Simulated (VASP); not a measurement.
# Ir (P6_3/mmc) in VASP: a series of runs

The runs below take Ir through single point, with HF, PBE-based screened hybrid, r2SCAN.

Program: VASP 6.6.1. These are calculated values, not measurements. Logs are shortened: lines on timing, memory, paths and dates and some standing lists are left out, and cuts for length are marked.

### 1 The cell of the first run

Symmetry: P6_3/mmc, No. 194, hexagonal system. The conventional cell has a = 2.740 Å, b = 2.740 Å, c = 4.288 Å, α = 90.00°, β = 90.00°, γ = 120.00°. Ir (site symmetry -6m2) has 12 Ir at 2.66 to 2.74 Å within 3.5 Å.

### 2 Single point, HF

The input, POSCAR:

```
Ir
1.0
    2.7398564644      0.0000000000      0.0000000000
   -1.3699282322      2.3727853009      0.0000000000
    0.0000000000      0.0000000000      4.2884812973
Ir
2
Direct
    0.3333333333      0.6666666667      0.2500000000
    0.6666666667      0.3333333333      0.7500000000
```

The input, INCAR.step1:

```
SYSTEM = Ir
PREC = Accurate
ENCUT = 520
EDIFF = 1E-5
ISMEAR = -1
SIGMA = 0.05
LREAL = .FALSE.
LASPH = .TRUE.
NELM = 100
ALGO = Normal
ISIF = 2
LWAVE = .TRUE.
GGA = PE
NBANDS = 16
```

The input, INCAR.step2:

```
SYSTEM = Ir
PREC = Accurate
ENCUT = 520
EDIFF = 1E-6
ISMEAR = -1
SIGMA = 0.05
LREAL = .FALSE.
LASPH = .TRUE.
NELM = 100
ALGO = Normal
ISIF = 2
LWAVE = .FALSE.
LCHARG = .TRUE.
GGA = PE
LHFCALC = .TRUE.
AEXX = 1.0
ALDAC = 0.0
AGGAC = 0.0
PRECFOCK = Normal
LELF = .TRUE.
LVHAR = .TRUE.
ISTART = 1
NBANDS = 16
```

The input, KPOINTS:

```
Automatic mesh
0
G
  6 6 3
  0 0 0
```

Potentials or basis: VASP PAW PBE potentials, release 64 (Ir).

Command:

```sh
cat potpaw_PBE.64/Ir/POTCAR > POTCAR
cp INCAR.step1 INCAR
mpirun -np 1 vasp_std > vasp.out
cp INCAR.step2 INCAR
mpirun -np 1 vasp_std > vasp.out
```

OUTCAR:

```text
SYSTEM = Ir
   PREC = Accurate
   ENCUT = 520
   EDIFF = 1E-6
   ISMEAR = -1
   LREAL = .FALSE.
   LASPH = .TRUE.
   NELM = 100
   ISIF = 2
   GGA = PE
   LHFCALC = .TRUE.
   AEXX = 1.0
   PRECFOCK = Normal
   ISTART = 1

 ion  position               nearest neighbor table
   1  0.333  0.667  0.250-   2 2.66   2 2.66   2 2.66   2 2.66   2 2.66   2 2.66
   2  0.667  0.333  0.750-   1 2.66   1 2.66   1 2.66   1 2.66   1 2.66   1 2.66

  LATTYP: Found a hexagonal cell.
 ALAT       =     2.7398564644
 C/A-ratio  =     1.5652211541

  Lattice vectors:

 A1 = (   2.7398564644,   0.0000000000,   0.0000000000)
 A2 = (  -1.3699282322,   2.3727853009,   0.0000000000)
 A3 = (   0.0000000000,   0.0000000000,   4.2884812973)

Analysis of symmetry for initial positions (statically):
=====================================================================
 Subroutine PRICEL returns:
 Original cell was already a primitive cell.

 Routine SETGRP: Setting up the symmetry group for a
 hexagonal supercell.

 Subroutine GETGRP returns: Found 24 space group operations
 (whereof 12 operations were pure point group operations)
 out of a pool of 24 trial point group operations.

The static configuration has the point symmetry D_3d.
 The point group associated with its full space group is D_6h.

Analysis of symmetry for dynamics (positions and initial velocities):
=====================================================================
 Subroutine PRICEL returns:
 Original cell was already a primitive cell.

 Routine SETGRP: Setting up the symmetry group for a
 hexagonal supercell.

 Subroutine GETGRP returns: Found 24 space group operations
 (whereof 12 operations were pure point group operations)
 out of a pool of 24 trial point group operations.

The dynamic configuration has the point symmetry D_3d.
 The point group associated with its full space group is D_6h.

 Subroutine INISYM returns: Found 24 space group operations
 (whereof 12 operations are pure point group operations),
 and found     1 'primitive' translations

----------------------------------------------------------------------------------------

                                     Primitive cell

  volume of cell :      27.8798

  direct lattice vectors                    reciprocal lattice vectors
     2.739856464  0.000000000  0.000000000     0.364982623  0.210722816  0.000000000
    -1.369928232  2.372785301  0.000000000     0.000000000  0.421445632  0.000000000
     0.000000000  0.000000000  4.288481297     0.000000000  0.000000000  0.233182782

  length of vectors
     2.739856464  2.739856464  4.288481297     0.421445632  0.421445632  0.233182782

  position of ions in fractional coordinates (direct lattice)
     0.333333333  0.666666667  0.250000000
     0.666666667  0.333333333  0.750000000

  ion indices of the primitive-cell ions
   primitive index   ion index
                 1           1
                 2           2

----------------------------------------------------------------------------------------

 KPOINTS: Automatic mesh

Automatic generation of k-mesh.
 Grid dimensions read from file:
 generate k-points for:    6    6    3

 Generating k-lattice:

  Cartesian coordinates                     Fractional coordinates (reciprocal lattice)
     0.060830437  0.035120469  0.000000000     0.166666667 -0.000000000  0.000000000
     0.000000000  0.070240939  0.000000000     0.000000000  0.166666667  0.000000000
     0.000000000  0.000000000  0.077727594     0.000000000  0.000000000  0.333333333

  Length of vectors
     0.070240939  0.070240939  0.077727594

  Shift w.r.t. Gamma in fractional coordinates (k-lattice)
     0.000000000  0.000000000  0.000000000

 Subroutine IBZKPT returns following result:
 ===========================================

 Found     14 irreducible k-points:

 Following reciprocal coordinates:
            Coordinates               Weight
  0.000000  0.000000  0.000000      1.000000
  0.166667  0.000000  0.000000      6.000000
  0.333333  0.000000  0.000000      6.000000
  0.500000  0.000000  0.000000      3.000000
  0.166667  0.166667  0.000000      6.000000
  0.333333  0.166667  0.000000     12.000000
  0.333333  0.333333  0.000000      2.000000
  0.000000  0.000000  0.333333      2.000000
  0.166667  0.000000  0.333333     12.000000
  0.333333  0.000000  0.333333     12.000000
  0.500000  0.000000  0.333333      6.000000
  0.166667  0.166667  0.333333     12.000000
  0.333333  0.166667  0.333333     24.000000
  0.333333  0.333333  0.333333      4.000000
   k-points           NKPTS =     14   k-points in BZ     NKDIM =    108   number of bands    NBANDS=     16
   number of dos      NEDOS =    301   number of ions     NIONS =      2
   total plane-waves  NPLWV =  12800
   dimension x,y,z NGX =    20 NGY =   20 NGZ =   32
   dimension x,y,z NGXF=    40 NGYF=   40 NGZF=   64
   ions per type =               2
   NGX,Y,Z   is equivalent  to a cutoff of  12.14, 12.14, 12.41 a.u.
   NGXF,Y,Z  is equivalent  to a cutoff of  24.27, 24.27, 24.81 a.u.
 SYSTEM =  Ir
   PREC   = accura    normal or accurate (medium, high low for compatibility)
   ISTART =      1    job   : 0-new  1-cont  2-samecut
   ICHARG =      0    charge: 1-file 2-atom 10-const
   ISPIN  =      1    spin polarized calculation?
   LNONCOLLINEAR =      F non collinear calculations
   LSORBIT =      F    spin-orbit coupling
   LASPH  =      T    aspherical Exc in radial PAW
   ENCUT  =  520.0 eV  38.22 Ry    6.18 a.u.   5.09  5.09  7.97*2*pi/ulx,y,z
   NELM   =    100;   NELMIN=  2; NELMDL=  0     # of ELM steps
   EDIFF  = 0.1E-05   stopping-criterion for ELM
   LREAL  =      F    real-space projection
   EDIFFG = 0.1E-04   stopping-criterion for IOM
   NSW    =      0    number of steps for IOM
   IBRION =     -1    ionic relax: 0-MD 1-quasi-New 2-CG
   NFREE  =      0    steps in history (QN), initial steepest desc. (CG)
   ISIF   =      2    stress and relaxation
   ISYM   =      3    0-nonsym 1-usesym 2-fastsym
   POTIM  = 0.5000    time-step for ionic-motion
   TEBEG  =    0.0;   TEEND  =   0.0 temperature during run
   PSTRESS=    0.0 pullay stress
   NELECT =      18.0000    total number of electrons
   NUPDOWN=      -1.0000    fix difference up-down
   EMIN   =  10.00;   EMAX   =-10.00  energy-range for DOS
   EFERMI =   0.00;   METHOD = LEGACY
   ISMEAR =    -1;   SIGMA  =   0.05  broadening in eV -4-tet -1-fermi 0-gaus
   EFERMI_NEDOS =   21; number of points for ismear=-14 and -15
   IALGO  =     38    algorithm
   IMIX   =      1    mixing-type and parameters
     AMIX     =   0.40;   BMIX     =  1.00
     AMIX_MAG =   1.60;   BMIX_MAG =  1.00
  volume/ion in A,a.u.               =      13.94        94.07
  Fermi-wavevector in a.u.,A,eV,Ry     =   1.414933  2.673835 27.239328  2.002034
  Thomas-Fermi vector in A             =   2.536423
   LORBIT       =      0    0 simple, 1 ext, 2 COOP (PROOUT), +10 PAW based schemes
   GGA     = PE    functional components
   LHFCALC =     T    Hartree Fock is set to
   PRECFOCK=normal    Normal, Fast or Accurate (Low or Medium for compatibility)
   ENCUT4O =  -1.0   cutoff for four orbital integrals eV
   NKREDX  =     1    reduce k-point grid by
   NKREDY  =     1    reduce k-point grid by
   NKREDZ  =     1    reduce k-point grid by
   AEXX    =    1.0000 exact exchange contribution
   HFSCREEN=    0.0000 screening length (either q_TF or 0.3 A-1)
   HFSCREENC=   0.0000 screening length for correlation (either q_TF or 0.3 A-1)
   ENCUTFOCK=  -1.0 apply spherical cutoff to Coloumb kernel
   IVDW    =     0    specifies the selected vdW correction
   LEPSILON=     F    determine dielectric tensor
   LRPA    =     F    only Hartree local field effects (RPA)
 non-spin polarized calculation
  energy-cutoff  :      520.00
  volume of cell :       27.88
 maximum number of plane-waves:       759
  NGX = 16; NGY = 16; NGZ = 28

 number of electron      18.0000002 magnetization

 Free energy of the ion-electron system (eV)
  ---------------------------------------------------
  ext. energy  EPLUGINS =         0.00000000
  ---------------------------------------------------
  free energy    TOTEN  =       -29.10339103 eV

  energy without entropy =      -29.09201903  energy(sigma->0) =      -29.09770503

 E-fermi :  11.6958     XC(G=0):   0.0000

 val. band max:        9.3567254736   @ k =   0.3333   0.0000   0.3333
 cond. band min:      11.7625166196   @ k =   0.3333   0.1667   0.3333
 fundamental gap:      2.4057911459
 Fermi energy:        11.6957665650

 k-point     1 :       0.0000    0.0000    0.0000
  band No.  band energies     occupation
      1      -6.2525      2.00000
      2      -2.6978      2.00000
      3       2.4402      2.00000
      4       2.4402      2.00000
      5       2.9063      2.00000
      6       3.4660      2.00000
[... 8 lines left out ...]
     15      34.9532      0.00000
     16      35.8775      0.00000

 k-point     2 :       0.1667    0.0000    0.0000
  band No.  band energies     occupation
      1      -4.7834      2.00000
      2      -1.6554      2.00000
      3       1.2840      2.00000
      4       2.9722      2.00000
      5       3.0238      2.00000
      6       3.8059      2.00000
[... 8 lines left out ...]
     15      35.6259      0.00000
     16      36.1067      0.00000

 k-point     3 :       0.3333    0.0000    0.0000
  band No.  band energies     occupation
      1      -2.3001      2.00000
      2      -1.7336      2.00000
      3      -0.0163      2.00000
      4       2.4727      2.00000
      5       2.6180      2.00000
      6       3.6160      2.00000
[... 8 lines left out ...]
     15      31.2082      0.00000
     16      32.3748      0.00000

 k-point     4 :       0.5000    0.0000    0.0000
  band No.  band energies     occupation
      1      -2.4007      2.00000
      2      -1.8121      2.00000
      3      -1.1627      2.00000
      4       2.1240      2.00000
      5       4.1768      2.00000
      6       4.6027      2.00000
[... 8 lines left out ...]
     15      28.1287      0.00000
     16      29.7124      0.00000

 k-point     5 :       0.1667    0.1667    0.0000
  band No.  band energies     occupation
      1      -2.4564      2.00000
      2      -0.4675      2.00000
      3       0.2889      2.00000
      4       0.7934      2.00000
      5       2.6117      2.00000
      6       3.0669      2.00000
[... 8 lines left out ...]
     15      30.3377      0.00000
     16      33.9186      0.00000

 k-point     6 :       0.3333    0.1667    0.0000
  band No.  band energies     occupation
      1      -1.1811      2.00000
      2      -1.0184      2.00000
      3      -0.9406      2.00000
      4       2.2133      2.00000
      5       2.2739      2.00000
      6       3.9237      2.00000
[... 8 lines left out ...]
     15      28.6345      0.00000
     16      32.8344      0.00000

 k-point     7 :       0.3333    0.3333    0.0000
  band No.  band energies     occupation
      1      -1.4405      2.00000
      2       0.1308      2.00000
      3       0.1308      2.00000
      4       1.2853      2.00000
      5       2.8023      2.00000
      6       2.8023      2.00000
[... 8 lines left out ...]
     15      31.9967      0.00000
     16      31.9967      0.00000

 k-point     8 :       0.0000    0.0000    0.3333
  band No.  band energies     occupation
      1      -4.4451      2.00000
      2      -2.4675      2.00000
      3       1.9872      2.00000
      4       1.9872      2.00000
      5       2.3631      2.00000
      6       2.6598      2.00000
[... 8 lines left out ...]
     15      32.9340      0.00000
     16      37.7998      0.00000

 k-point     9 :       0.1667    0.0000    0.3333
  band No.  band energies     occupation
      1      -3.2152      2.00000
      2      -1.1782      2.00000
      3       1.1603      2.00000
      4       1.4777      2.00000
      5       2.1453      2.00000
      6       2.9710      2.00000
[... 8 lines left out ...]
     15      34.2474      0.00000
     16      35.6144      0.00000

 k-point    10 :       0.3333    0.0000    0.3333
  band No.  band energies     occupation
      1      -2.4439      2.00000
      2      -1.1985      2.00000
      3       0.0552      2.00000
      4       1.0737      2.00000
      5       3.9007      2.00000
      6       4.0621      2.00000
[... 8 lines left out ...]
     15      32.2725      0.00000
     16      34.1469      0.00000

 k-point    11 :       0.5000    0.0000    0.3333
  band No.  band energies     occupation
      1      -2.8380      2.00000
      2      -1.8771      2.00000
      3      -0.1016      2.00000
      4       0.4943      2.00000
      5       3.7624      2.00000
      6       5.9270      2.00000
[... 8 lines left out ...]
     15      31.7927      0.00000
     16      32.9379      0.00000

 k-point    12 :       0.1667    0.1667    0.3333
  band No.  band energies     occupation
      1      -1.8007      2.00000
      2      -0.3770      2.00000
      3       0.7418      2.00000
      4       0.7473      2.00000
      5       2.4337      2.00000
      6       3.1368      2.00000
[... 8 lines left out ...]
     15      33.0510      0.00000
     16      34.0386      0.00000

 k-point    13 :       0.3333    0.1667    0.3333
  band No.  band energies     occupation
      1      -1.8825      2.00000
      2      -0.5589      2.00000
      3      -0.1570      2.00000
      4       1.5845      2.00000
      5       2.2184      2.00000
      6       4.7021      2.00000
[... 8 lines left out ...]
     15      29.5439      0.00000
     16      32.8832      0.00000

 k-point    14 :       0.3333    0.3333    0.3333
  band No.  band energies     occupation
      1      -0.2976      2.00000
      2      -0.2976      2.00000
      3      -0.0652      2.00000
      4       1.5040      2.00000
      5       2.8051      2.00000
      6       2.8051      2.00000
[... 8 lines left out ...]
     15      27.1553      0.00000
     16      28.3780      0.00000

------------------------ aborting loop because EDIFF is reached ----------------------------------------

  FORCE on cell =-STRESS in cart. coord.  units (eV):
  Direction    XX          YY          ZZ          XY          YZ          ZX
  --------------------------------------------------------------------------------------
  -------------------------------------------------------------------------------------
  Total        1.1386980      1.1386980      1.4552720      0.0000000      0.0000000     -0.0000000
  in kB       65.4379017     65.4379017     83.6305575      0.0000000      0.0000000     -0.0000000
  external PRESSURE =      71.5021203 kB  Pullay stress =       0.0000000 kB

 VOLUME and BASIS-vectors are now :
 -----------------------------------------------------------------------------
  energy-cutoff  :      520.00
  volume of cell :       27.88
      direct lattice vectors                 reciprocal lattice vectors
     2.739856464  0.000000000  0.000000000     0.364982623  0.210722816  0.000000000
    -1.369928232  2.372785301  0.000000000     0.000000000  0.421445632  0.000000000
     0.000000000  0.000000000  4.288481297     0.000000000  0.000000000  0.233182782

 POSITION                                       TOTAL-FORCE (eV/Angst)
 -----------------------------------------------------------------------------------
     -0.00000      1.58186      1.07212         0.000000     -0.000000      0.000000
      1.36993      0.79093      3.21636        -0.000000      0.000000     -0.000000
 -----------------------------------------------------------------------------------
    total drift:                               -0.000000      0.000000      0.000000

  FREE ENERGIE OF THE ION-ELECTRON SYSTEM (eV)
  ---------------------------------------------------
  free  energy   TOTEN  =       -29.1033910288 eV

  energy  without entropy=      -29.0920190256  energy(sigma->0) =      -29.09770503
```

Run time: 16 min. Hardware: 1 thread of AMD EPYC 9R45 (Zen 5), shared host; peak memory 0.14 GiB.

What came out:

| Quantity | Value |
| --- | --- |
| Free energy | -29.1034 eV |
| Pressure | 7.2 GPa |
| Band gap on the k mesh | zero (band 9 reaches 13.37 eV, above the bottom of band 10 at 5.66 eV) |

Stress tensor (GPa, compression positive):
```
6.54 0.00 0.00
0.00 6.54 0.00
0.00 0.00 8.36
```

Caveat: the k points lie up to 0.49 Å⁻¹ apart; the PAW data sets were made with another functional, which shifts forces and pressure a little; spin-orbit coupling is left out, which moves the levels of the heavy elements.

### 3 Single point, PBE-based screened hybrid

This run uses another cell than the first one, of 14.08 Å³/atom, 1.010 times its volume.

The input, POSCAR:

```
Ir
1.0
    2.7411645667      0.0000000000      0.0000000000
   -1.3705822834      2.3739181507      0.0000000000
    0.0000000000      0.0000000000      4.3261038616
Ir
2
Direct
    0.3333333333      0.6666666667      0.2500000000
    0.6666666667      0.3333333333      0.7500000000
```

The input, INCAR.step1:

```
PREC     = Accurate       # precision mode
ENCUT    = 520            # plane-wave cutoff, eV
EDIFF    = 1E-5           # SCF threshold, eV
ISMEAR   = -1             # smearing method
SIGMA    = 0.05           # smearing width, eV
LREAL    = F              # projectors in reciprocal space
LASPH    = T              # aspherical terms in the spheres
NELM     = 80             # most SCF steps
ALGO     = Normal         # electronic algorithm
ISIF     = 2              # what is computed and relaxed
LWAVE    = T              # write WAVECAR
NBANDS   = 16             # bands
GGA      = PE             # functional
```

The input, INCAR.step2:

```
PREC     = Accurate       # precision mode
ENCUT    = 520            # plane-wave cutoff, eV
EDIFF    = 1E-6           # SCF threshold, eV
ISMEAR   = -1             # smearing method
SIGMA    = 0.05           # smearing width, eV
LREAL    = F              # projectors in reciprocal space
LASPH    = T              # aspherical terms in the spheres
NELM     = 80             # most SCF steps
ALGO     = Normal         # electronic algorithm
ISIF     = 2              # what is computed and relaxed
LWAVE    = F              # write WAVECAR
LCHARG   = T              # write CHGCAR
GGA      = PE             # functional
LHFCALC  = T              # exact exchange
AEXX     = 0.25           # exact-exchange fraction
HFSCREEN = 0.3            # screening, 1/A
PRECFOCK = Normal       
LELF     = T              # ELF
LVHAR    = T            
NBANDS   = 16             # bands
ISTART   = 1
```

The input, KPOINTS:

```
regular mesh
0
Gamma
  6 6 3
```

Potentials or basis: VASP PAW PBE potentials, release 64 (Ir).

Command:

```sh
cat potpaw_PBE.64/Ir/POTCAR > POTCAR
cp INCAR.step1 INCAR
mpirun -np 1 vasp_std > vasp.out
cp INCAR.step2 INCAR
mpirun -np 1 vasp_std > vasp.out
```

Run time: 9.3 min. Hardware: 1 thread of AMD EPYC 9R45 (Zen 5), shared host; peak memory 0.23 GiB.

It converged, with:

```
Free energy            : -19.6147 eV
Pressure               : 2.7 GPa
Band gap on the k mesh : zero (band 9 reaches 11.37 eV, above the bottom of band 10 at 7.52 eV)
```

Stress tensor (GPa, compression positive):
```
2.63 0.00 0.00
0.00 2.63 0.00
0.00 0.00 2.89
```

Levels at points of the mesh, in eV from the Fermi level:
| k point | band 6 | band 7 | band 8 | band 9 | band 10 | band 11 | band 12 | band 13 | band 14 | band 15 |
| --- | --- | --- | --- | --- | --- | --- | --- | --- | --- | --- |
| (0.00, 0.00, 0.00) | -3.51 | -3.51 | -2.94 | -2.94 | -0.48 | 0.55 | 0.55 | 8.60 | 15.26 | 18.08 |
| (0.50, 0.00, 0.00) | -3.73 | -3.10 | 0.72 | 1.26 | 1.41 | 3.38 | 5.02 | 9.44 | 11.70 | 12.22 |

Caveat: the k points lie up to 0.48 Å⁻¹ apart; the PAW data sets were made with another functional, which shifts forces and pressure a little; spin-orbit coupling is left out, which moves the levels of the heavy elements.

[end of part 1 of 2]
